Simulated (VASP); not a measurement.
# Co (P-3m1) in VASP: a series of runs, part 2 of 2

VASP 6.6.1. Earlier steps stand in the parts before.

## (4) Single point, PBE, collinear spin, ferromagnetic start

This run uses another cell than the first one, of 11.10 Å³/atom.

File INCAR:

```
SYSTEM = Co
PREC = Accurate ; ENCUT = 520
EDIFF = 1E-6 ; ISMEAR = -1
SIGMA = 0.05 ; LREAL = .False.
LASPH = .True. ; NELM = 150
ALGO = Fast ; ISIF = 2
LWAVE = .False. ; LCHARG = .True.
ISPIN = 2 ; MAGMOM = 2 2
LORBIT = 11 ; LMAXMIX = 4
GGA = PE ; LELF = .True.
LVHAR = .True. ; NBANDS = 20
```

File KPOINTS:

```
regular mesh
0
Gamma
  12 12 7
  0 0 0
```

File POSCAR:

```
Co
1.0
    2.5038379689      0.0000000000      0.0000000000
   -1.2519189845      2.1683872881      0.0000000000
    0.0000000000      0.0000000000      4.0901994896
Co
2
Direct
    0.3333333333      0.6666666667      0.7401390000
    0.6666666667      0.3333333333      0.2598610000
```

Potentials or basis: VASP PAW PBE potentials, release 64 (Co).

Started as:

```
$ cat potpaw_PBE.64/Co/POTCAR > POTCAR
$ mpirun -np 1 vasp_std > vasp.out
```

OUTCAR:

```text
SYSTEM = Co
   PREC = Accurate
   ENCUT = 520
   EDIFF = 1E-6
   ISMEAR = -1
   LREAL = .False.
   LASPH = .True.
   NELM = 150
   ISIF = 2
   ISPIN = 2
   LORBIT = 11
   GGA = PE

 ion  position               nearest neighbor table
   1  0.333  0.667  0.740-   2 2.44   2 2.44   2 2.44   2 2.57   2 2.57   2 2.57
   2  0.667  0.333  0.260-   1 2.44   1 2.44   1 2.44   1 2.57   1 2.57   1 2.57

  LATTYP: Found a hexagonal cell.
 ALAT       =     2.5038379689
 C/A-ratio  =     1.6335719565

  Lattice vectors:

 A1 = (   2.5038379689,   0.0000000000,   0.0000000000)
 A2 = (  -1.2519189845,   2.1683872881,   0.0000000000)
 A3 = (   0.0000000000,   0.0000000000,   4.0901994896)

Analysis of symmetry for initial positions (statically):
=====================================================================
 Subroutine PRICEL returns:
 Original cell was already a primitive cell.

 Routine SETGRP: Setting up the symmetry group for a
 hexagonal supercell.

 Subroutine GETGRP returns: Found 12 space group operations
 (whereof 12 operations were pure point group operations)
 out of a pool of 24 trial point group operations.

The static configuration has the point symmetry D_3d.

Analysis of symmetry for dynamics (positions and initial velocities):
=====================================================================
 Subroutine PRICEL returns:
 Original cell was already a primitive cell.

 Routine SETGRP: Setting up the symmetry group for a
 hexagonal supercell.

 Subroutine GETGRP returns: Found 12 space group operations
 (whereof 12 operations were pure point group operations)
 out of a pool of 24 trial point group operations.

The dynamic configuration has the point symmetry D_3d.

Analysis of structural, dynamic, and magnetic symmetry:
=====================================================================
 Subroutine PRICEL returns:
 Original cell was already a primitive cell.

 Routine SETGRP: Setting up the symmetry group for a
 hexagonal supercell.

 Subroutine GETGRP returns: Found 12 space group operations
 (whereof 12 operations were pure point group operations)
 out of a pool of 24 trial point group operations.

The overall configuration has the point symmetry D_3d.

 Subroutine INISYM returns: Found 12 space group operations
 (whereof 12 operations are pure point group operations),
 and found     1 'primitive' translations

----------------------------------------------------------------------------------------

                                     Primitive cell

  volume of cell :      22.2069

  direct lattice vectors                    reciprocal lattice vectors
     2.503837969  0.000000000  0.000000000     0.399386866  0.230586115  0.000000000
    -1.251918985  2.168387288  0.000000000     0.000000000  0.461172229  0.000000000
     0.000000000  0.000000000  4.090199490     0.000000000  0.000000000  0.244486853

  length of vectors
     2.503837969  2.503837969  4.090199490     0.461172229  0.461172229  0.244486853

  position of ions in fractional coordinates (direct lattice)
     0.333333333  0.666666667  0.740139000
     0.666666667  0.333333333  0.259861000

[... 60 lines left out ...]
   total plane-waves  NPLWV =  12000
   dimension x,y,z NGX =    20 NGY =   20 NGZ =   30
   dimension x,y,z NGXF=    40 NGYF=   40 NGZF=   60
   ions per type =               2
   NGX,Y,Z   is equivalent  to a cutoff of  13.28, 13.28, 12.19 a.u.
   NGXF,Y,Z  is equivalent  to a cutoff of  26.56, 26.56, 24.39 a.u.
 SYSTEM =  Co
   PREC   = accura    normal or accurate (medium, high low for compatibility)
   ISTART =      0    job   : 0-new  1-cont  2-samecut
   ICHARG =      2    charge: 1-file 2-atom 10-const
   ISPIN  =      2    spin polarized calculation?
   LNONCOLLINEAR =      F non collinear calculations
   LSORBIT =      F    spin-orbit coupling
   LASPH  =      T    aspherical Exc in radial PAW
   ENCUT  =  520.0 eV  38.22 Ry    6.18 a.u.   4.66  4.66  7.61*2*pi/ulx,y,z
   NELM   =    150;   NELMIN=  2; NELMDL= -5     # of ELM steps
   EDIFF  = 0.1E-05   stopping-criterion for ELM
   LREAL  =      F    real-space projection
   EDIFFG = 0.1E-04   stopping-criterion for IOM
   NSW    =      0    number of steps for IOM
   IBRION =     -1    ionic relax: 0-MD 1-quasi-New 2-CG
   NFREE  =      0    steps in history (QN), initial steepest desc. (CG)
   ISIF   =      2    stress and relaxation
   ISYM   =      2    0-nonsym 1-usesym 2-fastsym
   POTIM  = 0.5000    time-step for ionic-motion
   TEBEG  =    0.0;   TEEND  =   0.0 temperature during run
   PSTRESS=    0.0 pullay stress
   NELECT =      18.0000    total number of electrons
   NUPDOWN=      -1.0000    fix difference up-down
   EMIN   =  10.00;   EMAX   =-10.00  energy-range for DOS
   EFERMI =   0.00;   METHOD = LEGACY
   ISMEAR =    -1;   SIGMA  =   0.05  broadening in eV -4-tet -1-fermi 0-gaus
   EFERMI_NEDOS =   21; number of points for ismear=-14 and -15
   IALGO  =     68    algorithm
   IMIX   =      4    mixing-type and parameters
     AMIX     =   0.40;   BMIX     =  1.00
     AMIX_MAG =   1.60;   BMIX_MAG =  1.00
  volume/ion in A,a.u.               =      11.10        74.93
  Fermi-wavevector in a.u.,A,eV,Ry     =   1.526405  2.884487 31.700385  2.329913
  Thomas-Fermi vector in A             =   2.634443
   LORBIT       =     11    0 simple, 1 ext, 2 COOP (PROOUT), +10 PAW based schemes
   GGA     = PE    functional components
   LHFCALC =     F    Hartree Fock is set to
   AEXX    =    0.0000 exact exchange contribution
   IVDW    =     0    specifies the selected vdW correction
   LEPSILON=     F    determine dielectric tensor
   LRPA    =     F    only Hartree local field effects (RPA)
 spin polarized calculation
 RMM-DIIS sequential band-by-band and
  energy-cutoff  :      520.00
  volume of cell :       22.21
 maximum number of plane-waves:       615
 NGX is ok and might be reduce to    20
   NGX =  9   NGY =  9   NGZ = 15

 number of electron      17.9999988 magnetization       3.2927771

 Free energy of the ion-electron system (eV)
  ---------------------------------------------------
  ext. energy  EPLUGINS =         0.00000000
  ---------------------------------------------------
  free energy    TOTEN  =       -14.04831834 eV

  energy without entropy =      -14.03334365  energy(sigma->0) =      -14.04083099

 E-fermi :   9.9552     XC(G=0): -13.2647

 val. band max:        9.9535585165   @ k =   0.0000   0.0833   0.1429
 cond. band min:       9.9640454081   @ k =   0.2500   0.0833   0.4286
 fundamental gap:      0.0104868916
 Fermi energy:         9.9551738439

 spin component 1

 k-point     1 :       0.0000    0.0000    0.0000
  band No.  band energies     occupation
      1       1.1578      1.00000
      2       4.8759      1.00000
      3       7.2941      1.00000
      4       7.3467      1.00000
      5       7.3467      1.00000
      6       7.6330      1.00000
[... 541 lines left out ...]
     19      36.0674      0.00000
     20      37.0539      0.00000

 [... further k-points ...]

 spin component 2

 k-point     1 :       0.0000    0.0000    0.0000
  band No.  band energies     occupation
      1       1.1533      1.00000
      2       5.8309      1.00000
      3       8.9171      1.00000
      4       9.0280      1.00000
      5       9.0280      1.00000
      6       9.3246      1.00000
[... 541 lines left out ...]
     19      36.2696      0.00000
     20      37.3184      0.00000

 [... further k-points ...]
[... 5 lines left out ...]
  --------------------------------------------------------------------------------------
  -------------------------------------------------------------------------------------
  Total       -0.4042447     -0.4042447     -0.7752786      0.0000000     -0.0000000      0.0000000
  in kB      -29.1653629    -29.1653629    -55.9346382      0.0000000     -0.0000000      0.0000000
  external PRESSURE =     -38.0884547 kB  Pullay stress =       0.0000000 kB

 VOLUME and BASIS-vectors are now :
 -----------------------------------------------------------------------------
  energy-cutoff  :      520.00
  volume of cell :       22.21
      direct lattice vectors                 reciprocal lattice vectors
     2.503837969  0.000000000  0.000000000     0.399386866  0.230586115  0.000000000
    -1.251918985  2.168387288  0.000000000     0.000000000  0.461172229  0.000000000
     0.000000000  0.000000000  4.090199490     0.000000000  0.000000000  0.244486853

 POSITION                                       TOTAL-FORCE (eV/Angst)
 -----------------------------------------------------------------------------------
     -0.00000      1.44559      3.02732         0.000000      0.000000      0.418600
      1.25192      0.72280      1.06288        -0.000000     -0.000000     -0.418600
 -----------------------------------------------------------------------------------
    total drift:                               -0.000000      0.000000      0.000000

  FREE ENERGIE OF THE ION-ELECTRON SYSTEM (eV)
  ---------------------------------------------------
  free  energy   TOTEN  =       -14.0483183367 eV

  energy  without entropy=      -14.0333436491  energy(sigma->0) =      -14.04083099

 total charge

# of ion       s       p       d       tot
------------------------------------------
    1        0.481   0.505   7.249   8.235
    2        0.481   0.505   7.249   8.235
--------------------------------------------------
tot          0.963   1.009  14.498  16.470

 magnetization (x)

# of ion       s       p       d       tot
------------------------------------------
    1       -0.014  -0.053   1.736   1.669
    2       -0.014  -0.053   1.736   1.669
--------------------------------------------------
tot         -0.028  -0.106   3.473   3.339
```

OSZICAR:

```text
N       E                     dE             d eps       ncg     rms          rms(c)
DAV:   1     0.866648948042E+02    0.86665E+02   -0.82602E+03  9336   0.123E+03
DAV:   2    -0.115287104772E+02   -0.98194E+02   -0.88350E+02  9120   0.217E+02
DAV:   3    -0.160570532713E+02   -0.45283E+01   -0.43467E+01 10124   0.568E+01
DAV:   4    -0.161248728117E+02   -0.67820E-01   -0.67770E-01 10904   0.612E+00
DAV:   5    -0.161269151007E+02   -0.20423E-02   -0.20422E-02 10312   0.101E+00    0.146E+01
RMM:   6    -0.145050792129E+02    0.16218E+01   -0.74293E+00 10665   0.291E+01    0.770E+00
RMM:   7    -0.140934848838E+02    0.41159E+00   -0.85768E-01 10543   0.105E+01    0.422E+00
RMM:   8    -0.140620080450E+02    0.31477E-01   -0.24963E-02 11992   0.104E+00    0.171E+00
RMM:   9    -0.140488545845E+02    0.13153E-01   -0.83345E-03 12788   0.508E-01    0.440E-01
RMM:  10    -0.140483227285E+02    0.53186E-03   -0.16055E-03 11751   0.358E-01    0.119E-01
RMM:  11    -0.140483086757E+02    0.14053E-04   -0.66645E-04 13991   0.145E-01    0.556E-02
RMM:  12    -0.140483203144E+02   -0.11639E-04   -0.89871E-05 13749   0.564E-02    0.386E-02
RMM:  13    -0.140483208619E+02   -0.54745E-06   -0.16306E-05 12490   0.370E-02    0.137E-02
RMM:  14    -0.140483181591E+02    0.27028E-05   -0.68239E-06 12400   0.222E-02    0.353E-03
RMM:  15    -0.140483183367E+02   -0.17762E-06   -0.33084E-06  8929   0.923E-03
   1 F= -.14048318E+02 E0= -.14040831E+02  d E =-.149747E-01  mag=     3.2927
```

stdout:

```text
POSCAR found type information on POSCAR Co
 POSCAR found :  1 types and       2 ions
 scaLAPACK will be used
 LDA part: xc-table for (Slater+PW92), standard interpolation
 POSCAR, INCAR and KPOINTS ok, starting setup
 FFT: planning ... GRIDC
 FFT: planning ... GRID_SOFT
 FFT: planning ... GRID
 WAVECAR not read
 entering main loop
WARNING in EDDRMM: call to ZHEGV failed, returncode =   6  3     20
WARNING in EDDRMM: call to ZHEGV failed, returncode =   6  3     19
```

It took 47 s on 1 thread of Intel Xeon 6975P-C (Granite Rapids), shared host; peak memory 0.19 GiB.

Results:

- Free energy: -14.0483 eV
- Pressure: -3.8 GPa
- Largest force: 0.419 eV/Å
- Net moment: 3.29 μB per cell
- Site moments: Co +1.67 μB
- Valence electrons inside the program's atomic spheres: Co 8.23

Forces on the atoms (eV/Å):
```
Co   0.000  0.000  0.419
Co   0.000  0.000 -0.419
```

Levels at points of the mesh, in eV from the Fermi level:
Spin up:
```
           k point  band 7  band 8  band 9  band 10  band 11  band 12  band 13  band 14  band 15  band 16
(0.00, 0.00, 0.00)   -2.32   -1.93   -1.93    -0.90    -0.90    -0.16     5.94    21.88    24.32    24.32
(0.50, 0.00, 0.00)   -2.22   -0.76   -0.74    -0.58     1.23     3.21     9.28    10.21    12.34    13.64
```
Spin down:
```csv
k point,band 3,band 4,band 5,band 6,band 7,band 8,band 9,band 10,band 11,band 12
"(0.00, 0.00, 0.00)",-1.04,-0.93,-0.93,-0.63,-0.63,-0.20,-0.08,-0.08,1.02,1.02
"(0.50, 0.00, 0.00)",-3.15,-1.77,-1.05,-1.02,-0.62,1.17,1.26,1.32,2.46,4.19
```

Caveat: the cell stands under tension.

## (5) The runs side by side

```csv
cell,gap on the mesh (eV),pressure (GPa),moment (μB),largest force (eV/Å)
"a = 2.454, b = 2.454, c = 4.008 Å, angles 90.0, 90.0, 120.0°, 2 atoms",none,9.2,3.17,0.63
"a = 2.471, b = 2.471, c = 4.036 Å, angles 90.0, 90.0, 120.0°, 2 atoms",none,4.3,3.22,0.55
"a = 2.504, b = 2.504, c = 4.090 Å, angles 90.0, 90.0, 120.0°, 2 atoms",none,-3.8,3.29,0.42
```

Alike in all rows: task single point; level PBE; potentials or basis VASP PAW PBE potentials, release 64 (Co); spin collinear, ferromagnetic start; k mesh 12 × 12 × 7; cutoff (eV) 520; smearing fermi-dirac 0.05 eV.

Caveats: the cell stands under pressure (at least some runs); the cell stands under tension (at least some runs).

Absolute energies hang on the potentials; compare differences alone.
